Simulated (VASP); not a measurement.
# CsSrF3 (P4/mmm) in VASP: notebook, part 3 of 3

VASP 6.6.1. Earlier steps stand in the parts before.

## Step 4: Single point, LDA (strain +0.000 along x and y, -0.030 along z)

The input, INCAR:

```
SYSTEM = CsSrF3
ALGO     = Normal         ! electronic algorithm
EDIFF    = 1E-7           ! SCF threshold, eV
ENCUT    = 520            ! plane-wave cutoff, eV
ISIF     = 2              ! what is computed and relaxed
ISMEAR   = 0              ! smearing method
LASPH    = .True.         ! aspherical terms in the spheres
LCHARG   = .False.        ! write CHGCAR
LREAL    = .False.        ! projectors in reciprocal space
LWAVE    = .False.        ! write WAVECAR
NBANDS   = 28             ! bands
NELM     = 60             ! most SCF steps
PREC     = Accurate       ! precision mode
SIGMA    = 0.05           ! smearing width, eV
```

The input, KPOINTS:

```
k-points
0
Gamma
  6 6 6
  0 0 0
```

The input, POSCAR:

```
CsSrF3
1.0
    4.7632470100      0.0000000000      0.0000000000
    0.0000000000      4.7632470100      0.0000000000
    0.0000000000      0.0000000000      4.6203495997
Cs Sr F
1 1 3
Direct
    0.0000000000      0.0000000000      0.0000000000
    0.5000000000      0.5000000000      0.5000000000
    0.0000000000      0.5000000000      0.5000000000
    0.5000000000      0.0000000000      0.5000000000
    0.5000000000      0.5000000000      0.0000000000
```

Potentials or basis: VASP PAW LDA potentials, release 64 (Cs_sv, Sr_sv, F).

Launch:

```
cat potpaw_LDA.64/Cs_sv/POTCAR potpaw_LDA.64/Sr_sv/POTCAR potpaw_LDA.64/F/POTCAR > POTCAR
mpirun -np 1 vasp_std > vasp.out
```

OUTCAR:

```text
SYSTEM = CsSrF3
   EDIFF = 1E-7
   ENCUT = 520
   ISIF = 2
   ISMEAR = 0
   LASPH = .True.
   LREAL = .False.
   NELM = 60
   PREC = Accurate

 ion  position               nearest neighbor table
   1  0.000  0.000  0.000-   2 4.08   2 4.08   2 4.08   2 4.08   2 4.08   2 4.08   2 4.08   2 4.08

   2  0.500  0.500  0.500-   5 2.31   5 2.31   3 2.38   4 2.38   4 2.38   3 2.38   1 4.08   1 4.08
                             1 4.08   1 4.08   1 4.08   1 4.08   1 4.08   1 4.08
   3  0.000  0.500  0.500-   2 2.38   2 2.38
   4  0.500  0.000  0.500-   2 2.38   2 2.38
   5  0.500  0.500  0.000-   2 2.31   2 2.31

  LATTYP: Found a simple tetragonal cell.
 ALAT       =     4.7632470100
 C/A-ratio  =     0.9700000000

  Lattice vectors:

 A1 = (   4.7632470100,   0.0000000000,   0.0000000000)
 A2 = (   0.0000000000,   4.7632470100,   0.0000000000)
 A3 = (   0.0000000000,   0.0000000000,   4.6203495997)

Analysis of symmetry for initial positions (statically):
=====================================================================
 Subroutine PRICEL returns:
 Original cell was already a primitive cell.

 Routine SETGRP: Setting up the symmetry group for a
 simple tetragonal supercell.

 Subroutine GETGRP returns: Found 16 space group operations
 (whereof 16 operations were pure point group operations)
 out of a pool of 16 trial point group operations.

The static configuration has the point symmetry D_4h.

Analysis of symmetry for dynamics (positions and initial velocities):
=====================================================================
 Subroutine PRICEL returns:
 Original cell was already a primitive cell.

 Routine SETGRP: Setting up the symmetry group for a
 simple tetragonal supercell.

 Subroutine GETGRP returns: Found 16 space group operations
 (whereof 16 operations were pure point group operations)
 out of a pool of 16 trial point group operations.

The dynamic configuration has the point symmetry D_4h.
[... 119 lines left out ...]
   EFERMI =   0.00;   METHOD = LEGACY
   ISMEAR =     0;   SIGMA  =   0.05  broadening in eV -4-tet -1-fermi 0-gaus
   EFERMI_NEDOS =   21; number of points for ismear=-14 and -15
   IALGO  =     38    algorithm
   IMIX   =      4    mixing-type and parameters
     AMIX     =   0.40;   BMIX     =  1.00
     AMIX_MAG =   1.60;   BMIX_MAG =  1.00
  volume/ion in A,a.u.               =      20.97       141.48
  Fermi-wavevector in a.u.,A,eV,Ry     =   1.187411  2.243882 19.183472  1.409945
  Thomas-Fermi vector in A             =   2.323563
   LORBIT       =      0    0 simple, 1 ext, 2 COOP (PROOUT), +10 PAW based schemes
   GGA     = CA    functional components
   LHFCALC =     F    Hartree Fock is set to
   AEXX    =    0.0000 exact exchange contribution
   IVDW    =     0    specifies the selected vdW correction
   LEPSILON=     F    determine dielectric tensor
   LRPA    =     F    only Hartree local field effects (RPA)
 non-spin polarized calculation
 Gauss-broadening in eV      SIGMA  =   0.05
  energy-cutoff  :      520.00
  volume of cell :      104.83
 maximum number of plane-waves:      2865
 NGX is ok and might be reduce to    36
   NGX = 17   NGY = 17   NGZ = 17

 number of electron      39.9999979 magnetization

 Free energy of the ion-electron system (eV)
  ---------------------------------------------------
  ext. energy  EPLUGINS =         0.00000000
  ---------------------------------------------------
  free energy    TOTEN  =       -27.15139434 eV

  energy without entropy =      -27.15139434  energy(sigma->0) =      -27.15139434

 E-fermi :  -1.9801     XC(G=0):  -9.2245

 val. band max:       -2.2963553128   @ k =   0.0000   0.0000   0.0000
 cond. band min:       3.7921266808   @ k =   0.0000   0.0000   0.0000
 fundamental gap:      6.0884819935
 Fermi energy:        -1.9801037301

 k-point     1 :       0.0000    0.0000    0.0000
  band No.  band energies     occupation
      1     -31.8256      2.00000
      2     -21.0590      2.00000
      3     -20.9397      2.00000
      4     -20.8810      2.00000
      5     -19.9977      2.00000
      6     -14.3198      2.00000
[... 733 lines left out ...]
     27       8.4763      0.00000
     28       9.5068      0.00000

 [... further k-points ...]
[... 5 lines left out ...]
  --------------------------------------------------------------------------------------
  -------------------------------------------------------------------------------------
  Total       -1.6910187     -1.6910187      0.1169819      0.0000000      0.0000000      0.0000000
  in kB      -25.8450844    -25.8450844      1.7879199      0.0000000      0.0000000      0.0000000
  external PRESSURE =     -16.6340830 kB  Pullay stress =       0.0000000 kB

 VOLUME and BASIS-vectors are now :
 -----------------------------------------------------------------------------
  energy-cutoff  :      520.00
  volume of cell :      104.83
      direct lattice vectors                 reciprocal lattice vectors
     4.763247010  0.000000000  0.000000000     0.209940824  0.000000000  0.000000000
     0.000000000  4.763247010  0.000000000     0.000000000  0.209940824  0.000000000
     0.000000000  0.000000000  4.620349600     0.000000000  0.000000000  0.216433839

 POSITION                                       TOTAL-FORCE (eV/Angst)
 -----------------------------------------------------------------------------------
      0.00000      0.00000      0.00000         0.000000      0.000000      0.000000
      2.38162      2.38162      2.31017         0.000000      0.000000      0.000000
      0.00000      2.38162      2.31017         0.000000      0.000000      0.000000
      2.38162      0.00000      2.31017         0.000000      0.000000      0.000000
      2.38162      2.38162      0.00000         0.000000      0.000000      0.000000
 -----------------------------------------------------------------------------------
    total drift:                                0.000000      0.000000      0.000000

  FREE ENERGIE OF THE ION-ELECTRON SYSTEM (eV)
  ---------------------------------------------------
  free  energy   TOTEN  =       -27.1513943357 eV

  energy  without entropy=      -27.1513943357  energy(sigma->0) =      -27.15139434
```

OSZICAR:

```text
N       E                     dE             d eps       ncg     rms          rms(c)
DAV:   1     0.271102960400E+03    0.27110E+03   -0.21287E+04  2240   0.134E+03
DAV:   2    -0.122580876033E+02   -0.28336E+03   -0.27479E+03  2760   0.301E+02
DAV:   3    -0.296460567967E+02   -0.17388E+02   -0.17329E+02  2900   0.756E+01
DAV:   4    -0.304442712646E+02   -0.79821E+00   -0.79678E+00  3768   0.990E+00
DAV:   5    -0.304503594635E+02   -0.60882E-02   -0.60880E-02  2744   0.846E-01    0.228E+01
DAV:   6    -0.273805256775E+02    0.30698E+01   -0.11325E+01  2488   0.249E+01    0.196E+01
DAV:   7    -0.272766387761E+02    0.10389E+00   -0.14188E+00  2848   0.603E+00    0.946E+00
DAV:   8    -0.271678239847E+02    0.10881E+00   -0.19741E-01  2820   0.318E+00    0.137E+00
DAV:   9    -0.271527765089E+02    0.15047E-01   -0.62926E-02  2832   0.136E+00    0.464E-01
DAV:  10    -0.271514467688E+02    0.13297E-02   -0.74514E-03  2876   0.527E-01    0.302E-01
DAV:  11    -0.271514061172E+02    0.40652E-04   -0.32551E-04  3124   0.109E-01    0.278E-02
DAV:  12    -0.271513949029E+02    0.11214E-04   -0.59916E-05  2968   0.503E-02    0.237E-02
DAV:  13    -0.271513942099E+02    0.69297E-06   -0.19353E-05  3192   0.256E-02    0.805E-03
DAV:  14    -0.271513942881E+02   -0.78220E-07   -0.18495E-06  2788   0.782E-03    0.238E-03
DAV:  15    -0.271513943357E+02   -0.47548E-07   -0.45073E-07  2276   0.420E-03
   1 F= -.27151394E+02 E0= -.27151394E+02  d E =-.426888E-20
```

stdout:

```text
POSCAR found type information on POSCAR CsSrF
 POSCAR found :  3 types and       5 ions
 scaLAPACK will be used
 LDA part: xc-table for (Slater(with rela. corr.)+CA(PZ))
 , standard interpolation
 POSCAR, INCAR and KPOINTS ok, starting setup
 FFT: planning ... GRIDC
 FFT: planning ... GRID_SOFT
 FFT: planning ... GRID
 WAVECAR not read
 entering main loop
```

It took 59 s on 1 thread of AMD EPYC 9R45 (Zen 5), shared host; peak memory 0.22 GiB.

Results:

| Quantity | Value |
| --- | --- |
| Free energy | -27.1514 eV |
| Pressure | -1.7 GPa |
| Band gap on the k mesh | 6.09 eV, direct |

Levels at points of the mesh, in eV from the valence-band top:
```tsv
k point	band 16	band 17	band 18	band 19	band 20	band 21	band 22	band 23	band 24	band 25
(0.00, 0.00, 0.00)	-0.35	-0.30	-0.07	-0.07	0.00	6.09	7.48	7.55	8.35	8.54
(0.50, 0.00, 0.00)	-0.55	-0.48	-0.47	-0.08	-0.01	7.73	8.32	9.17	9.41	9.91
(0.50, 0.50, 0.00)	-0.68	-0.45	-0.45	-0.13	-0.02	8.08	8.42	8.99	8.99	10.54
(0.00, 0.00, 0.50)	-0.59	-0.59	-0.56	-0.07	-0.07	7.80	8.49	9.22	9.33	10.05
(0.50, 0.00, 0.50)	-0.72	-0.30	-0.30	-0.15	-0.09	8.04	8.54	8.83	8.89	10.84
(0.50, 0.50, 0.50)	-0.80	-0.65	-0.13	-0.13	-0.12	8.32	8.37	8.37	10.34	10.42
```

Caveat: the cell differs from its parent crystal (strain +0.000 along x and y, -0.030 along z); spin-orbit coupling is left out, which moves the levels of the heavy elements.

## Step 5: Summary

```csv
cell,gap on the mesh (eV),pressure (GPa)
"a = 4.692, b = 4.692, c = 4.620 Å, 5 atoms",6.21,-0.3
"a = 4.620, b = 4.620, c = 4.835 Å, 5 atoms",6.14,-0.8
"a = 4.763, b = 4.763, c = 4.620 Å, 5 atoms",6.09,-1.7
```

Alike in all rows: task single point; level LDA; potentials or basis VASP PAW LDA potentials, release 64 (Cs_sv, Sr_sv, F); no spin polarisation; k mesh 6 × 6 × 6; cutoff (eV) 520; smearing gaussian 0.05 eV.

Caveats: spin-orbit coupling is left out, which moves the levels of the heavy elements.

Total energies depend on the potentials used, so only differences within one code and one set of settings carry meaning.
